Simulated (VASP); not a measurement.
Here is a VASP 6.6.1 calculation.

File INCAR:

```
SYSTEM = Ta3AsAu2O13
PREC = Accurate
ENCUT = 520
EDIFF = 1E-6
ISMEAR = -1
SIGMA = 0.05
LREAL = Auto
LASPH = .TRUE.
NELM = 60
ALGO = Normal
ISIF = 2
LWAVE = .FALSE.
LCHARG = .FALSE.
GGA = PE
IVDW = 12
NBANDS = 84
```

KPOINTS

```
regular mesh
0
G
  4 3 3
  0 0 0
```

The input POSCAR:

```
Ta3AsAu2O13
1.0
    5.6869464767      0.0416452415      0.0101276756
    1.3479022525      6.1635554639     -0.0428203563
    0.3056202813      1.2128073010      8.2524190923
Ta As Au O
3 1 2 13
Direct
    0.2202543272      0.3045295298      0.5848004532
    0.0287583558      0.1172771668      1.0012763214
    0.5851303573      0.6173797569      0.5012853732
    0.5928345881      0.8919185961      0.8322454312
    0.5725839265      0.0982036800      0.1876838953
    0.0421022902      0.8206690695      0.4460839826
    0.6673649625      0.6844164761      0.7129444414
    0.5218386664      0.1286917151      0.6949017161
    0.8592565781      0.8848765583      0.9182766126
    0.3479434983      0.8713259590      0.9507401217
    0.7194616396      0.3026335179      0.0326494252
    0.2354561684      0.2305269374      0.1162832262
    0.1269626422      0.0930284154      0.4909707927
    0.4873015523      0.3808432034      0.4310217660
    0.0578272963      0.2722007428      0.7872162828
    0.9385847076      0.5299032590      0.4493671795
    0.4973928689      0.8495654544      0.3461226673
    0.2517839860      0.6309188725      0.6253942316
    0.9156915887      0.9539710894      0.2257360802
```

Potentials or basis: VASP PAW PBE potentials, release 64 (Ta_pv, As, Au, O).

Launch:

```console
$ cat potpaw_PBE.64/Ta_pv/POTCAR potpaw_PBE.64/As/POTCAR potpaw_PBE.64/Au/POTCAR potpaw_PBE.64/O/POTCAR > POTCAR
$ mpirun -np 1 vasp_std > vasp.out
```

Question: Estimate the largest force.

Answer: 0.379 eV/Å.

Question: What does it give for the dispersion energy per atom?

Answer: -0.168 eV.

Question: Predict the pressure.

Answer: 0.9 GPa.

Stress tensor (GPa, compression positive):
```
 1.08  0.09  0.03
 0.09  0.84 -0.06
 0.03 -0.06  0.87
```
